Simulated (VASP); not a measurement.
# GePt in VASP: single point with PBEsol

Aim: the single point of GePt with PBEsol.

Program: VASP 6.6.1. These are calculated values, not measurements. Logs are shortened: lines on timing, memory, paths and dates and some standing lists are left out, and cuts for length are marked.

### 1 The cell of the first run

The typed cell holds 8 atoms: a = 5.376 Å, b = 3.832 Å, c = 6.502 Å, α = 89.85°, β = 90.00°, γ = 90.00°.

### 2 Single point, PBEsol

INCAR

```
PREC     = Accurate       # precision mode
ENCUT    = 520            # plane-wave cutoff, eV
EDIFF    = 1E-6           # SCF threshold, eV
ISMEAR   = 0              # smearing method
SIGMA    = 0.15           # smearing width, eV
LREAL    = False          # projectors in reciprocal space
LASPH    = True           # aspherical terms in the spheres
NELM     = 80             # most SCF steps
ALGO     = Fast           # electronic algorithm
ISIF     = 2              # what is computed and relaxed
LWAVE    = False          # write WAVECAR
LCHARG   = False          # write CHGCAR
GGA      = PS             # functional
NBANDS   = 58             # bands
```

KPOINTS

```
regular mesh
0
Gamma
  6 10 6
```

POSCAR

```
GePt
1.0
    5.3764136751     -0.0207950053      0.0101264366
    0.0150474685      3.8317295248      0.0046639860
   -0.0120027642      0.0090056708      6.5020018342
Ge Pt
4 4
Direct
    0.7840862179      0.7505483283      0.5858737125
    0.2159133047      0.2494632902      0.4141223762
    0.7159141710      0.2505885175      0.0858740420
    0.2840933414      0.7494016510      0.9141278214
    0.9957062886      0.7506398819      0.2243418671
    0.0042928670      0.2493854496      0.7756552092
    0.5042782024      0.2505398008      0.7243420830
    0.4957156071      0.7494330807      0.2756628887
```

Potentials or basis: VASP PAW PBE potentials, release 64 (Ge_d, Pt).

The run is started by

```sh
cat potpaw_PBE.64/Ge_d/POTCAR potpaw_PBE.64/Pt/POTCAR > POTCAR
mpirun -np 1 vasp_std > vasp.out
```

OUTCAR:

```text
PREC = Accurate
   ENCUT = 520
   EDIFF = 1E-6
   ISMEAR = 0
   LREAL = False
   LASPH = True
   NELM = 80
   ISIF = 2
   GGA = PS

 ion  position               nearest neighbor table
   1  0.784  0.751  0.586-   8 2.54   6 2.57   6 2.57   7 2.60   7 2.60   5 2.61
   2  0.216  0.249  0.414-   7 2.54   5 2.57   5 2.57   8 2.60   8 2.60   6 2.61
   3  0.716  0.251  0.086-   6 2.54   8 2.57   8 2.57   5 2.60   5 2.60   7 2.61
   4  0.284  0.749  0.914-   5 2.54   7 2.57   7 2.57   6 2.60   6 2.60   8 2.61
   5  0.996  0.751  0.224-   4 2.54   2 2.57   2 2.57   3 2.60   3 2.60   1 2.61   8 2.71   8 2.71
                             6 3.48
   6  0.004  0.249  0.776-   3 2.54   1 2.57   1 2.57   4 2.60   4 2.60   2 2.61   7 2.71   7 2.71
                             5 3.48
   7  0.504  0.251  0.724-   2 2.54   4 2.57   4 2.57   1 2.60   1 2.60   3 2.61   6 2.71   6 2.71
                             8 3.48
   8  0.496  0.749  0.276-   1 2.54   3 2.57   3 2.57   2 2.60   2 2.60   4 2.61   5 2.71   5 2.71
                             7 3.48

  LATTYP: Found a triclinic cell.
 ALAT       =     3.8317619094
 B/A-ratio  =     1.6968745197
 C/A-ratio  =     1.4031308714
 COS(alpha) =     0.0000321247
 COS(beta)  =     0.0000615402
 COS(gamma) =     0.0025949843

  Lattice vectors:

 A1 = (   0.0150474685,   3.8317295248,   0.0046639860)
 A2 = (  -0.0120027642,   0.0090056708,   6.5020018342)
 A3 = (   5.3764136751,  -0.0207950053,   0.0101264366)

Analysis of symmetry for initial positions (statically):
=====================================================================
 Subroutine PRICEL returns:
 Original cell was already a primitive cell.

 Routine SETGRP: Setting up the symmetry group for a
 triclinic supercell.

 Subroutine GETGRP returns: Found  1 space group operations
 (whereof  1 operations were pure point group operations)
 out of a pool of  2 trial point group operations.

The static configuration has the point symmetry C_1 .

Analysis of symmetry for dynamics (positions and initial velocities):
=====================================================================
 Subroutine PRICEL returns:
 Original cell was already a primitive cell.

 Routine SETGRP: Setting up the symmetry group for a
 triclinic supercell.

 Subroutine GETGRP returns: Found  1 space group operations
 (whereof  1 operations were pure point group operations)
 out of a pool of  2 trial point group operations.

The dynamic configuration has the point symmetry C_1 .

 Subroutine INISYM returns: Found  1 space group operations
 (whereof  1 operations are pure point group operations),
 and found     1 'primitive' translations

----------------------------------------------------------------------------------------

                                     Primitive cell

  volume of cell :     133.9498

  direct lattice vectors                    reciprocal lattice vectors
     5.376413675 -0.020795005  0.010126437     0.185994117 -0.000730831  0.000344359
     0.015047468  3.831729525  0.004663986     0.001010083  0.260975226 -0.000359602
    -0.012002764  0.009005671  6.502001834    -0.000290398 -0.000186063  0.153798509

  length of vectors
     5.376463427  3.831761909  6.502019149     0.185995872  0.260977428  0.153798896

  position of ions in fractional coordinates (direct lattice)
     0.784086218  0.750548328  0.585873713
     0.215913305  0.249463290  0.414122376
     0.715914171  0.250588517  0.085874042
     0.284093341  0.749401651  0.914127821
     0.995706289  0.750639882  0.224341867
     0.004292867  0.249385450  0.775655209
     0.504278202  0.250539801  0.724342083
     0.495715607  0.749433081  0.275662889

  ion indices of the primitive-cell ions
   primitive index   ion index
                 1           1
                 2           2
                 3           3
                 4           4
                 5           5
                 6           6
                 7           7
                 8           8

----------------------------------------------------------------------------------------

 KPOINTS: regular mesh

Automatic generation of k-mesh.
 Grid dimensions read from file:
 generate k-points for:    6   10    6

 Generating k-lattice:

  Cartesian coordinates                     Fractional coordinates (reciprocal lattice)
     0.030999020 -0.000121805  0.000057393     0.166666667  0.000000000 -0.000000000
     0.000101008  0.026097523 -0.000035960    -0.000000000  0.100000000 -0.000000000
    -0.000048400 -0.000031011  0.025633085    -0.000000000  0.000000000  0.166666667

  Length of vectors
     0.030999312  0.026097743  0.025633149

  Shift w.r.t. Gamma in fractional coordinates (k-lattice)
     0.000000000  0.000000000  0.000000000

 Subroutine IBZKPT returns following result:
 ===========================================

 Found    184 irreducible k-points:

 Following reciprocal coordinates:
            Coordinates               Weight
  0.000000  0.000000  0.000000      1.000000
  0.166667  0.000000  0.000000      2.000000
  0.333333 -0.000000  0.000000      2.000000
  0.500000  0.000000  0.000000      1.000000
 -0.000000  0.100000  0.000000      2.000000
  0.166667  0.100000  0.000000      2.000000
[... 16 lines left out ...]
 -0.000000  0.400000  0.000000      2.000000
  0.166667  0.400000  0.000000      2.000000
 [... further k-points ...]
   k-points           NKPTS =    184   k-points in BZ     NKDIM =    184   number of bands    NBANDS=     58
   number of dos      NEDOS =    301   number of ions     NIONS =      8
   total plane-waves  NPLWV =  53760
   dimension x,y,z NGX =    40 NGY =   28 NGZ =   48
   dimension x,y,z NGXF=    80 NGYF=   56 NGZF=   96
   ions per type =               4   4
   NGX,Y,Z   is equivalent  to a cutoff of  12.37, 12.15, 12.27 a.u.
   NGXF,Y,Z  is equivalent  to a cutoff of  24.74, 24.30, 24.55 a.u.
 SYSTEM =  unknown system
   PREC   = accura    normal or accurate (medium, high low for compatibility)
   ISTART =      0    job   : 0-new  1-cont  2-samecut
   ICHARG =      2    charge: 1-file 2-atom 10-const
   ISPIN  =      1    spin polarized calculation?
   LNONCOLLINEAR =      F non collinear calculations
   LSORBIT =      F    spin-orbit coupling
   LASPH  =      T    aspherical Exc in radial PAW
   ENCUT  =  520.0 eV  38.22 Ry    6.18 a.u.  10.00  7.12 12.09*2*pi/ulx,y,z
   NELM   =     80;   NELMIN=  2; NELMDL= -5     # of ELM steps
   EDIFF  = 0.1E-05   stopping-criterion for ELM
   LREAL  =      F    real-space projection
   EDIFFG = 0.1E-04   stopping-criterion for IOM
   NSW    =      0    number of steps for IOM
   IBRION =     -1    ionic relax: 0-MD 1-quasi-New 2-CG
   NFREE  =      0    steps in history (QN), initial steepest desc. (CG)
   ISIF   =      2    stress and relaxation
   ISYM   =      2    0-nonsym 1-usesym 2-fastsym
   POTIM  = 0.5000    time-step for ionic-motion
   TEBEG  =    0.0;   TEEND  =   0.0 temperature during run
   PSTRESS=    0.0 pullay stress
   NELECT =      96.0000    total number of electrons
   NUPDOWN=      -1.0000    fix difference up-down
   EMIN   =  10.00;   EMAX   =-10.00  energy-range for DOS
   EFERMI =   0.00;   METHOD = LEGACY
   ISMEAR =     0;   SIGMA  =   0.15  broadening in eV -4-tet -1-fermi 0-gaus
   EFERMI_NEDOS =   21; number of points for ismear=-14 and -15
   IALGO  =     68    algorithm
   IMIX   =      4    mixing-type and parameters
     AMIX     =   0.40;   BMIX     =  1.00
     AMIX_MAG =   1.60;   BMIX_MAG =  1.00
  volume/ion in A,a.u.               =      16.74       112.99
  Fermi-wavevector in a.u.,A,eV,Ry     =   1.465046  2.768535 29.202995  2.146360
  Thomas-Fermi vector in A             =   2.580950
   LORBIT       =      0    0 simple, 1 ext, 2 COOP (PROOUT), +10 PAW based schemes
   GGA     = PS    functional components
   LHFCALC =     F    Hartree Fock is set to
   AEXX    =    0.0000 exact exchange contribution
   IVDW    =     0    specifies the selected vdW correction
   LEPSILON=     F    determine dielectric tensor
   LRPA    =     F    only Hartree local field effects (RPA)
 non-spin polarized calculation
 RMM-DIIS sequential band-by-band and
 Gauss-broadening in eV      SIGMA  =   0.15
  energy-cutoff  :      520.00
  volume of cell :      133.95
 maximum number of plane-waves:      3630
   NGX = 19   NGY = 15   NGZ = 25

 number of electron      96.0000012 magnetization

 Free energy of the ion-electron system (eV)
  ---------------------------------------------------
  ext. energy  EPLUGINS =         0.00000000
  ---------------------------------------------------
  free energy    TOTEN  =       -51.30998303 eV

  energy without entropy =      -51.27032417  energy(sigma->0) =      -51.29015360

 E-fermi :   8.9815     XC(G=0): -12.3713

 val. band max:        8.9756405999   @ k =   0.5000  -0.3000   0.1667
 cond. band min:       8.9885942895   @ k =   0.5000   0.5000   0.0000
 fundamental gap:      0.0129536896
 Fermi energy:         8.9815113784

 k-point     1 :       0.0000    0.0000    0.0000
  band No.  band energies     occupation
      1     -15.9454      2.00000
      2     -15.9435      2.00000
      3     -15.9434      2.00000
      4     -15.9405      2.00000
      5     -15.9343      2.00000
      6     -15.9213      2.00000
[... 50 lines left out ...]
     57      14.4222      0.00000
     58      15.1186      0.00000

 k-point     2 :       0.1667    0.0000    0.0000
  band No.  band energies     occupation
      1     -15.9447      2.00000
      2     -15.9428      2.00000
      3     -15.9425      2.00000
      4     -15.9390      2.00000
      5     -15.9339      2.00000
      6     -15.9227      2.00000
[... 50 lines left out ...]
     57      14.5374      0.00000
     58      14.7094      0.00000

 k-point     3 :       0.3333   -0.0000    0.0000
  band No.  band energies     occupation
      1     -15.9430      2.00000
      2     -15.9416      2.00000
      3     -15.9398      2.00000
      4     -15.9353      2.00000
      5     -15.9337      2.00000
      6     -15.9266      2.00000
[... 1216 lines left out ...]
      3     -15.9373      2.00000
      4     -15.9333      2.00000
      5     -15.9288      2.00000
      6     -15.9224      2.00000
[... 50 lines left out ...]
     57      12.4428      0.00000
     58      13.4153      0.00000

 k-point    24 :       0.1667    0.4000    0.0000
  band No.  band energies     occupation
      1     -15.9468      2.00000
      2     -15.9403      2.00000
      3     -15.9378      2.00000
      4     -15.9332      2.00000
      5     -15.9293      2.00000
      6     -15.9229      2.00000
[... 50 lines left out ...]
     57      13.3613      0.00000
     58      14.7215      0.00000

 [... further k-points ...]

------------------------ aborting loop because EDIFF is reached ----------------------------------------

  FORCE on cell =-STRESS in cart. coord.  units (eV):
  Direction    XX          YY          ZZ          XY          YZ          ZX
  --------------------------------------------------------------------------------------
  -------------------------------------------------------------------------------------
  Total       -0.0852501      0.0040036     -0.0472034     -0.0035128     -0.0165833     -0.0020449
  in kB       -1.0196796      0.0478878     -0.5646009     -0.0420163     -0.1983533     -0.0244596
  external PRESSURE =      -0.5121309 kB  Pullay stress =       0.0000000 kB

 VOLUME and BASIS-vectors are now :
 -----------------------------------------------------------------------------
  energy-cutoff  :      520.00
  volume of cell :      133.95
      direct lattice vectors                 reciprocal lattice vectors
     5.376413675 -0.020795005  0.010126437     0.185994117 -0.000730831  0.000344359
     0.015047468  3.831729525  0.004663986     0.001010083  0.260975226 -0.000359602
    -0.012002764  0.009005671  6.502001834    -0.000290398 -0.000186063  0.153798509

 POSITION                                       TOTAL-FORCE (eV/Angst)
 -----------------------------------------------------------------------------------
      4.21983      2.86487      3.82079        -0.001660     -0.000831      0.002762
      1.15962      0.95512      2.69597         0.001676      0.000493     -0.002550
      3.85179      0.94607      0.56677         0.001653     -0.000470      0.002520
      1.52771      2.87383      5.95003        -0.001902      0.000712     -0.002472
      5.36193      2.85756      1.47226         0.002483     -0.000960     -0.000158
      0.01752      0.96247      5.04452        -0.002748      0.000809      0.000102
      2.70628      0.95604      4.71595        -0.000451      0.000036     -0.000150
      2.67314      2.86380      1.80088         0.000949      0.000211     -0.000055
 -----------------------------------------------------------------------------------
    total drift:                                0.000029      0.000009     -0.000035

  FREE ENERGIE OF THE ION-ELECTRON SYSTEM (eV)
  ---------------------------------------------------
  free  energy   TOTEN  =       -51.3099830322 eV

  energy  without entropy=      -51.2703241717  energy(sigma->0) =      -51.29015360
```

Run time: 33 min. Hardware: 1 thread of Oxide Virtual Turin-like, shared host; peak memory 0.97 GiB.

Results:

| Property | Result |
| --- | --- |
| Free energy | -51.3100 eV |
| Pressure | -0.1 GPa |
| Largest force | 0.003 eV/Å |
| Band gap on the k mesh | zero (bands 48 and 49 overlap by 1.75 eV) |

Forces on the atoms (eV/Å):
```
Ge  -0.002 -0.001  0.003
Ge   0.002  0.000 -0.003
Ge   0.002  0.000  0.003
Ge  -0.002  0.001 -0.002
Pt   0.002 -0.001  0.000
Pt  -0.003  0.001  0.000
Pt   0.000  0.000  0.000
Pt   0.001  0.000  0.000
```

Caveat: the PAW data sets were made with another functional, which shifts forces and pressure a little; spin-orbit coupling is left out, which moves the levels of the heavy elements.
